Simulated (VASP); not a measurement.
# MgC6 (P6/mmm) in VASP: single point with PBE

Aim: the single point of MgC6 with PBE.

All numbers are computed with VASP 6.6.1; they aren't measurements. Logs are shortened: lines on timing, memory, paths and dates and some standing lists are left out, and cuts for length are marked.

## Step 1: The cell of the first run

Symmetry: P6/mmm, No. 191, hexagonal system. Conventional cell: a = 4.265 Å, b = 4.265 Å, c = 7.930 Å, α = 90.00°, β = 90.00°, γ = 120.00°. Mg (site symmetry 6/mmm) has 48 C at 4.21 to 5.47 Å and 6 Mg at 4.26 Å within 5.5 Å. Within 1.9 Å of C (site symmetry m2m) lie 3 C at 1.42 Å.

The cell was generated, and may not be a known phase.

## Step 2: Single point, PBE

INCAR reads:

```
  PREC = Accurate
  ENCUT = 840
  EDIFF = 1E-6
  ISMEAR = 0
  SIGMA = 0.1
  LREAL = False
  LASPH = True
  NELM = 120
  ALGO = Normal
  ISIF = 2
  LWAVE = False
  LCHARG = False
  GGA = PE
  NBANDS = 26
  GGA_COMPAT = False
```

KPOINTS reads:

```
Automatic mesh
0
Gamma
  12 12 6
```

POSCAR reads:

```
MgC6
1.0
    4.2646903740      0.0000000000      0.0000000000
   -2.1323451870      3.6933302032      0.0000000000
    0.0000000000      0.0000000000      7.9302211239
Mg C
1 6
Direct
    0.0000000000      0.0000000000      0.0000000000
    0.3333219646      0.0000000000      0.5000000000
    0.6666780354      0.0000000000      0.5000000000
    0.0000000000      0.3333219646      0.5000000000
    0.0000000000      0.6666780354      0.5000000000
    0.6666780354      0.6666780354      0.5000000000
    0.3333219646      0.3333219646      0.5000000000
```

Potentials or basis: VASP PAW PBE potentials, release 64 (Mg_sv, C).

Command:

```sh
$ cat potpaw_PBE.64/Mg_sv/POTCAR potpaw_PBE.64/C/POTCAR > POTCAR
$ mpirun -np 1 vasp_std > vasp.out
```

OUTCAR:

```text
PREC = Accurate
   ENCUT = 840
   EDIFF = 1E-6
   ISMEAR = 0
   LREAL = False
   LASPH = True
   NELM = 120
   ISIF = 2
   GGA = PE

 ion  position               nearest neighbor table
   1  0.000  0.000  0.000-
   2  0.333  0.000  0.500-   5 1.42   7 1.42   3 1.42
   3  0.667  0.000  0.500-   4 1.42   6 1.42   2 1.42
   4  0.000  0.333  0.500-   7 1.42   3 1.42   5 1.42
   5  0.000  0.667  0.500-   6 1.42   2 1.42   4 1.42
   6  0.667  0.667  0.500-   5 1.42   3 1.42   7 1.42
   7  0.333  0.333  0.500-   4 1.42   2 1.42   6 1.42

  LATTYP: Found a hexagonal cell.
 ALAT       =     4.2646903740
 C/A-ratio  =     1.8595068876

  Lattice vectors:

 A1 = (   4.2646903740,   0.0000000000,   0.0000000000)
 A2 = (  -2.1323451870,   3.6933302032,   0.0000000000)
 A3 = (   0.0000000000,   0.0000000000,   7.9302211239)

Analysis of symmetry for initial positions (statically):
=====================================================================
 Subroutine PRICEL returns:
 Original cell was already a primitive cell.

 Routine SETGRP: Setting up the symmetry group for a
 hexagonal supercell.

 Subroutine GETGRP returns: Found 24 space group operations
 (whereof 24 operations were pure point group operations)
 out of a pool of 24 trial point group operations.

The static configuration has the point symmetry D_6h.

Analysis of symmetry for dynamics (positions and initial velocities):
=====================================================================
 Subroutine PRICEL returns:
 Original cell was already a primitive cell.

 Routine SETGRP: Setting up the symmetry group for a
 hexagonal supercell.

 Subroutine GETGRP returns: Found 24 space group operations
 (whereof 24 operations were pure point group operations)
 out of a pool of 24 trial point group operations.

The dynamic configuration has the point symmetry D_6h.

 Subroutine INISYM returns: Found 24 space group operations
 (whereof 24 operations are pure point group operations),
 and found     1 'primitive' translations

----------------------------------------------------------------------------------------

                                     Primitive cell

  volume of cell :     124.9082

  direct lattice vectors                    reciprocal lattice vectors
     4.264690374  0.000000000  0.000000000     0.234483611  0.135379176  0.000000000
    -2.132345187  3.693330203  0.000000000     0.000000000  0.270758352  0.000000000
     0.000000000  0.000000000  7.930221124     0.000000000  0.000000000  0.126099889

  length of vectors
     4.264690374  4.264690374  7.930221124     0.270758352  0.270758352  0.126099889

  position of ions in fractional coordinates (direct lattice)
     0.000000000  0.000000000  0.000000000
     0.333321965  0.000000000  0.500000000
     0.666678035  0.000000000  0.500000000
     0.000000000  0.333321965  0.500000000
     0.000000000  0.666678035  0.500000000
     0.666678035  0.666678035  0.500000000
     0.333321965  0.333321965  0.500000000

  ion indices of the primitive-cell ions
   primitive index   ion index
                 1           1
                 2           2
                 3           3
                 4           4
                 5           5
                 6           6
                 7           7

----------------------------------------------------------------------------------------

 KPOINTS: Automatic mesh

Automatic generation of k-mesh.
 Grid dimensions read from file:
 generate k-points for:   12   12    6

 Generating k-lattice:

  Cartesian coordinates                     Fractional coordinates (reciprocal lattice)
     0.019540301  0.011281598  0.000000000     0.083333333  0.000000000  0.000000000
     0.000000000  0.022563196  0.000000000     0.000000000  0.083333333  0.000000000
     0.000000000  0.000000000  0.021016648     0.000000000  0.000000000  0.166666667

  Length of vectors
     0.022563196  0.022563196  0.021016648

  Shift w.r.t. Gamma in fractional coordinates (k-lattice)
     0.000000000  0.000000000  0.000000000

 Subroutine IBZKPT returns following result:
 ===========================================

 Found     76 irreducible k-points:

 Following reciprocal coordinates:
            Coordinates               Weight
  0.000000  0.000000  0.000000      1.000000
  0.083333  0.000000  0.000000      6.000000
  0.166667  0.000000  0.000000      6.000000
  0.250000  0.000000  0.000000      6.000000
  0.333333  0.000000  0.000000      6.000000
  0.416667  0.000000  0.000000      6.000000
[... 16 lines left out ...]
  0.250000  0.000000  0.166667     12.000000
  0.333333  0.000000  0.166667     12.000000
 [... further k-points ...]
   k-points           NKPTS =     76   k-points in BZ     NKDIM =     76   number of bands    NBANDS=     26
   number of dos      NEDOS =    301   number of ions     NIONS =      7
   total plane-waves  NPLWV = 128000
   dimension x,y,z NGX =    40 NGY =   40 NGZ =   80
   dimension x,y,z NGXF=    80 NGYF=   80 NGZF=  160
   ions per type =               1   6
   NGX,Y,Z   is equivalent  to a cutoff of  15.59, 15.59, 16.77 a.u.
   NGXF,Y,Z  is equivalent  to a cutoff of  31.19, 31.19, 33.54 a.u.
 SYSTEM =  unknown system
   PREC   = accura    normal or accurate (medium, high low for compatibility)
   ISTART =      0    job   : 0-new  1-cont  2-samecut
   ICHARG =      2    charge: 1-file 2-atom 10-const
   ISPIN  =      1    spin polarized calculation?
   LNONCOLLINEAR =      F non collinear calculations
   LSORBIT =      F    spin-orbit coupling
   LASPH  =      T    aspherical Exc in radial PAW
   ENCUT  =  840.0 eV  61.74 Ry    7.86 a.u.  10.08 10.08 18.74*2*pi/ulx,y,z
   NELM   =    120;   NELMIN=  2; NELMDL= -5     # of ELM steps
   EDIFF  = 0.1E-05   stopping-criterion for ELM
   LREAL  =      F    real-space projection
   EDIFFG = 0.1E-04   stopping-criterion for IOM
   NSW    =      0    number of steps for IOM
   IBRION =     -1    ionic relax: 0-MD 1-quasi-New 2-CG
   NFREE  =      0    steps in history (QN), initial steepest desc. (CG)
   ISIF   =      2    stress and relaxation
   ISYM   =      2    0-nonsym 1-usesym 2-fastsym
   POTIM  = 0.5000    time-step for ionic-motion
   TEBEG  =    0.0;   TEEND  =   0.0 temperature during run
   PSTRESS=    0.0 pullay stress
   NELECT =      34.0000    total number of electrons
   NUPDOWN=      -1.0000    fix difference up-down
   EMIN   =  10.00;   EMAX   =-10.00  energy-range for DOS
   EFERMI =   0.00;   METHOD = LEGACY
   ISMEAR =     0;   SIGMA  =   0.10  broadening in eV -4-tet -1-fermi 0-gaus
   EFERMI_NEDOS =   21; number of points for ismear=-14 and -15
   IALGO  =     38    algorithm
   IMIX   =      4    mixing-type and parameters
     AMIX     =   0.40;   BMIX     =  1.00
     AMIX_MAG =   1.60;   BMIX_MAG =  1.00
  volume/ion in A,a.u.               =      17.84       120.42
  Fermi-wavevector in a.u.,A,eV,Ry     =   1.060973  2.004947 15.315572  1.125663
  Thomas-Fermi vector in A             =   2.196372
   LORBIT       =      0    0 simple, 1 ext, 2 COOP (PROOUT), +10 PAW based schemes
   GGA     = PE    functional components
   LHFCALC =     F    Hartree Fock is set to
   AEXX    =    0.0000 exact exchange contribution
   IVDW    =     0    specifies the selected vdW correction
   LEPSILON=     F    determine dielectric tensor
   LRPA    =     F    only Hartree local field effects (RPA)
 non-spin polarized calculation
 Gauss-broadening in eV      SIGMA  =   0.10
  energy-cutoff  :      840.00
  volume of cell :      124.91
 maximum number of plane-waves:      6948
   NGX = 21   NGY = 21   NGZ = 37

 number of electron      33.9999988 magnetization

 Free energy of the ion-electron system (eV)
  ---------------------------------------------------
  ext. energy  EPLUGINS =         0.00000000
  ---------------------------------------------------
  free energy    TOTEN  =       -55.74148807 eV

  energy without entropy =      -55.73961795  energy(sigma->0) =      -55.74055301

 E-fermi :   1.3836     XC(G=0):  -7.4599

 val. band max:        1.3099804437   @ k =   0.3333   0.2500   0.5000
 cond. band min:       1.4153478484   @ k =   0.3333   0.3333   0.0000
 fundamental gap:      0.1053674047
 Fermi energy:         1.3835734084

 k-point     1 :       0.0000    0.0000    0.0000
  band No.  band energies     occupation
      1     -75.0562      2.00000
      2     -41.8430      2.00000
      3     -41.8164      2.00000
      4     -41.8164      2.00000
      5     -18.7186      2.00000
      6     -11.7770      2.00000
[... 18 lines left out ...]
     25       9.1769      0.00000
     26       9.7821      0.00000

 k-point     2 :       0.0833    0.0000    0.0000
  band No.  band energies     occupation
      1     -75.0563      2.00000
      2     -41.8430      2.00000
      3     -41.8165      2.00000
      4     -41.8165      2.00000
      5     -18.6637      2.00000
      6     -12.5504      2.00000
[... 18 lines left out ...]
     25       9.3317      0.00000
     26       9.4097      0.00000

 k-point     3 :       0.1667    0.0000    0.0000
  band No.  band energies     occupation
      1     -75.0562      2.00000
      2     -41.8430      2.00000
      3     -41.8166      2.00000
      4     -41.8165      2.00000
      5     -18.4994      2.00000
      6     -13.4927      2.00000
[... 18 lines left out ...]
     25       9.3336      0.00000
     26       9.8287      0.00000

 k-point     4 :       0.2500    0.0000    0.0000
  band No.  band energies     occupation
      1     -75.0562      2.00000
      2     -41.8429      2.00000
      3     -41.8167      2.00000
      4     -41.8165      2.00000
      5     -18.2261      2.00000
      6     -14.4237      2.00000
[... 18 lines left out ...]
     25       8.8405      0.00000
     26       9.5528      0.00000

 k-point     5 :       0.3333    0.0000    0.0000
  band No.  band energies     occupation
      1     -75.0562      2.00000
      2     -41.8430      2.00000
      3     -41.8168      2.00000
      4     -41.8165      2.00000
      5     -17.8450      2.00000
      6     -15.2917      2.00000
[... 18 lines left out ...]
     25       7.8300      0.00000
     26       9.6564      0.00000

 k-point     6 :       0.4167    0.0000    0.0000
  band No.  band energies     occupation
      1     -75.0562      2.00000
      2     -41.8430      2.00000
      3     -41.8169      2.00000
      4     -41.8166      2.00000
      5     -17.3578      2.00000
      6     -16.0762      2.00000
[... 427 lines left out ...]
 k-point    21 :       0.0833    0.0000    0.1667
  band No.  band energies     occupation
      1     -75.0562      2.00000
      2     -41.8430      2.00000
      3     -41.8165      2.00000
      4     -41.8165      2.00000
      5     -18.6637      2.00000
      6     -12.5504      2.00000
[... 18 lines left out ...]
     25       9.3353      0.00000
     26       9.4097      0.00000

 k-point    22 :       0.1667    0.0000    0.1667
  band No.  band energies     occupation
      1     -75.0562      2.00000
      2     -41.8430      2.00000
      3     -41.8165      2.00000
      4     -41.8165      2.00000
      5     -18.4994      2.00000
      6     -13.4927      2.00000
[... 18 lines left out ...]
     25       9.3318      0.00000
     26      10.0129      0.00000

 k-point    23 :       0.2500    0.0000    0.1667
  band No.  band energies     occupation
      1     -75.0562      2.00000
      2     -41.8430      2.00000
      3     -41.8167      2.00000
      4     -41.8165      2.00000
      5     -18.2261      2.00000
      6     -14.4237      2.00000
[... 18 lines left out ...]
     25       8.6746      0.00000
     26       9.5548      0.00000

 k-point    24 :       0.3333    0.0000    0.1667
  band No.  band energies     occupation
      1     -75.0562      2.00000
      2     -41.8430      2.00000
      3     -41.8168      2.00000
      4     -41.8165      2.00000
      5     -17.8450      2.00000
      6     -15.2917      2.00000
[... 18 lines left out ...]
     25       7.8762      0.00000
     26       9.6563      0.00000

 [... further k-points ...]

------------------------ aborting loop because EDIFF is reached ----------------------------------------

  FORCE on cell =-STRESS in cart. coord.  units (eV):
  Direction    XX          YY          ZZ          XY          YZ          ZX
  --------------------------------------------------------------------------------------
  -------------------------------------------------------------------------------------
  Total       -0.0123571     -0.0123571     -0.1110349      0.0000000      0.0000000      0.0000000
  in kB       -0.1585030     -0.1585030     -1.4242267      0.0000000      0.0000000      0.0000000
  external PRESSURE =      -0.5804109 kB  Pullay stress =       0.0000000 kB

 VOLUME and BASIS-vectors are now :
 -----------------------------------------------------------------------------
  energy-cutoff  :      840.00
  volume of cell :      124.91
      direct lattice vectors                 reciprocal lattice vectors
     4.264690374  0.000000000  0.000000000     0.234483611  0.135379176  0.000000000
    -2.132345187  3.693330203  0.000000000     0.000000000  0.270758352  0.000000000
     0.000000000  0.000000000  7.930221124     0.000000000  0.000000000  0.126099889

 POSITION                                       TOTAL-FORCE (eV/Angst)
 -----------------------------------------------------------------------------------
      0.00000      0.00000      0.00000         0.000000     -0.000000      0.000000
      1.42151      0.00000      3.96511        -0.005168     -0.000000      0.000000
      2.84318      0.00000      3.96511         0.005168     -0.000000     -0.000000
     -0.71076      1.23107      3.96511         0.002584     -0.004476      0.000000
     -1.42159      2.46226      3.96511        -0.002584      0.004476     -0.000000
      1.42159      2.46226      3.96511         0.002584      0.004476      0.000000
      0.71076      1.23107      3.96511        -0.002584     -0.004476     -0.000000
 -----------------------------------------------------------------------------------
    total drift:                                0.000000      0.000000      0.000000

  FREE ENERGIE OF THE ION-ELECTRON SYSTEM (eV)
  ---------------------------------------------------
  free  energy   TOTEN  =       -55.7414880700 eV

  energy  without entropy=      -55.7396179529  energy(sigma->0) =      -55.74055301
```

Wall time 7.1 min (1 thread of Intel Xeon Platinum 8375C at 2.90GHz (Ice Lake), shared host); peak memory 0.61 GiB.

What came out:

```yaml
Free_energy: -55.7415 eV
Pressure: -0.1 GPa
Largest_force: 0.005 eV/Å
Band_gap_on_the_k_mesh: zero (bands 17 and 18 overlap by 0.74 eV)
```

Forces on the atoms (eV/Å):
```
Mg   0.000  0.000  0.000
C   -0.005  0.000  0.000
C    0.005  0.000  0.000
C    0.003 -0.004  0.000
C   -0.003  0.004  0.000
C    0.003  0.004  0.000
C   -0.003 -0.004  0.000
```

Stress tensor (GPa, compression positive):
```
-0.02  0.00  0.00
 0.00 -0.02  0.00
 0.00  0.00 -0.14
```

Levels at points of the mesh, in eV from the Fermi level:
```tsv
k point	band 15	band 16	band 17	band 18	band 19	band 20
(0.00, 0.00, 0.00)	-2.69	-0.58	-0.58	-0.56	-0.56	1.76
(0.50, 0.00, 0.00)	-5.92	-2.94	-0.51	0.57	1.08	3.62
(0.00, 0.00, 0.50)	-2.52	-0.58	-0.58	-0.56	-0.56	0.91
(0.50, 0.00, 0.50)	-5.93	-2.94	-0.35	0.72	1.09	2.93
```

The gap in the log of VASP goes by the Fermi energy; the results here count the filled bands.